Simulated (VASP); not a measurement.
Write the native input for VASP 6.6.1 that does the following.

* Task: single point
* Functional: PBE
* Potentials or basis: VASP PAW PBE potentials, release 64 (Be, Ni, S)
* Cutoff: 520 eV
* k mesh: 2 × 2 × 2
* Occupations: gaussian, width 0.15 eV
* Spin: collinear spin, ferromagnetic start
* Starting moments: [0.0, 0.0, 0.0, 2.0, 0.0, 0.0, 0.0, 0.0] μB
* Dipole correction: no
* Further INCAR settings: ALGO = Normal; EDIFF = 1e-06; NBANDS = 34

The structure of Be3NiS4 lies in POSCAR:

```
Be3NiS4
1.0
    4.9596832533      0.0000000000      0.0000000000
    0.0000000000      4.9596832533      0.0000000000
    0.0000000000      0.0000000000      4.9596832533
Be Ni S
3 1 4
Direct
    0.5000000000      0.5000000000      0.0000000000
    0.5000000000      0.0000000000      0.5000000000
    0.0000000000      0.5000000000      0.5000000000
    0.0000000000      0.0000000000      0.0000000000
    0.2594141570      0.2594141570      0.2594141570
    0.2594141570      0.7405858430      0.7405858430
    0.7405858430      0.2594141570      0.7405858430
    0.7405858430      0.7405858430      0.2594141570
```

The input as run:

INCAR

```
ALGO = Normal ; EDIFF = 1E-6
ENCUT = 520 ; GGA = PE
ISIF = 2 ; ISMEAR = 0
ISPIN = 2 ; LASPH = True
LCHARG = False ; LMAXMIX = 4
LORBIT = 11 ; LREAL = False
LWAVE = False ; MAGMOM = 0 0 0 2 0 0 0 0
NBANDS = 34 ; NELM = 150
PREC = Accurate ; SIGMA = 0.15
```

KPOINTS

```
k-points
0
Gamma
  2 2 2
```

Potentials or basis: VASP PAW PBE potentials, release 64 (Be, Ni, S).

Command:

```bash
$ cat potpaw_PBE.64/Be/POTCAR potpaw_PBE.64/Ni/POTCAR potpaw_PBE.64/S/POTCAR > POTCAR
$ mpirun -np 1 vasp_std > vasp.out
```

Results of the run:

The pressure is 0.0 GPa and the largest force is 0.006 eV/Å. The net moment is 1.77 μB per cell and the site moments are Be +0.00; Ni +1.09; S +0.10 μB. The valence electrons inside the program's atomic spheres are Be 1.00; Ni 9.27; S 3.79.

Caveat: the k points lie up to 0.63 Å⁻¹ apart; a cell with one magnetic atom can't hold antiferromagnetic order, which such compounds often take.

It took 32 s on 1 thread of AMD EPYC 9R45 96-Core Processor (Zen 5), with other jobs on the host, peak memory 0.25 GiB.
